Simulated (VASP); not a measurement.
Here is a VASP 6.6.1 calculation.

The input INCAR:

```
PREC     = Accurate       # precision mode
ENCUT    = 520            # plane-wave cutoff, eV
EDIFF    = 1E-6           # SCF threshold, eV
ISMEAR   = -1             # smearing method
SIGMA    = 0.02           # smearing width, eV
LREAL    = Auto         
LASPH    = T              # aspherical terms in the spheres
NELM     = 100            # most SCF steps
ALGO     = Normal         # electronic algorithm
ISIF     = 2              # what is computed and relaxed
LWAVE    = F              # write WAVECAR
LCHARG   = F              # write CHGCAR
GGA      = PE             # functional
IVDW     = 12             # dispersion correction
NBANDS   = 75             # bands
```

KPOINTS

```
Automatic mesh
0
Gamma
  1 1 1
```

POSCAR

```
Si6H24C5O5
1.0
    9.4428700000      0.0000000000      0.0000000000
    0.0000000000      9.4428700000      0.0000000000
    0.0000000000      0.0000000000      9.4428700000
O C Si H
5 5 6 24
Direct
    0.5201674722      0.6005383977      0.0424071888
    0.0328468349      0.3191500145      0.0237058894
    0.9024862425      0.1450165195      0.4347884212
    0.5870806716     -0.0231189278      0.5260095869
    0.7755435421      0.2955250897      0.7635798572
    0.5420854014      0.6999998344      0.1066473760
    0.0738420650      0.4169407144      0.0804521511
    0.9473631098      0.0635754723      0.5112471226
    0.4800097195      0.0234238511      0.4971359929
    0.7173724056      0.1978475288      0.8029913028
    0.5745164003      0.2058278261      0.1571816035
    0.9420221228      0.7850806875      0.9651914297
    0.7590024928      0.5624604742      0.4419729543
    0.1869348033      0.7771557073      0.3453488571
    0.2719200001      0.3830809418      0.5946074896
    0.2905375144      0.9893139336      0.8494422589
    0.5431247208      0.2751208289      0.2957135672
    0.7305695243      0.2085465726      0.1317290444
    0.5239965817      0.0559495315      0.1601077905
    0.5003737403      0.2843687144      0.0418200990
    0.9817069216      0.8589385169      1.0993720160
    0.8502782916      0.6604453435      0.9990808419
    0.8633176642      0.8851182804      0.8714436820
    1.0730731787      0.7344529895      0.8918629719
    0.8628043868      0.5628684043      0.5611047547
    0.6256498022      0.4911225913      0.4882478459
    0.7266358010      0.7109667210      0.3986419684
    0.8198293202      0.4840178446      0.3189198753
    0.2447935341      0.7049150651      0.2172279983
    0.2826977570      0.7516689860      0.4684309044
    0.1764108896      0.9324834965      0.3182752685
    0.0432651421      0.7191693846      0.3777800072
    0.2589532759      0.4198425940      0.4412331226
    0.2336312453      0.5090050799      0.6823754337
    0.1737996505      0.2638122099      0.6287863622
    0.4204309667      0.3395252565      0.6262854294
    0.3562765447      0.8937236813      0.9574547865
    0.2636199037      0.9088021312      0.7158589166
    0.1536524770      1.0452589045      0.9055399651
    0.3888732816      1.1101478062      0.8200680662
```

Potentials or basis: VASP PAW PBE potentials, release 64 (O, C, Si, H).

Launch:

```bash
$ cat potpaw_PBE.64/O/POTCAR potpaw_PBE.64/C/POTCAR potpaw_PBE.64/Si/POTCAR potpaw_PBE.64/H/POTCAR > POTCAR
$ mpirun -np 1 vasp_gam > vasp.out
```

(1) Predict the dispersion energy per atom.

(2) Predict the pressure.

(3) Estimate the band gap on the k mesh.

(4) What does it give for the largest force?

## Answers

(1) -0.040 eV.

(2) -0.1 GPa.

(3) 5.68 eV.

(4) 0.972 eV/Å.

Caveat: the k points lie up to 0.67 Å⁻¹ apart.
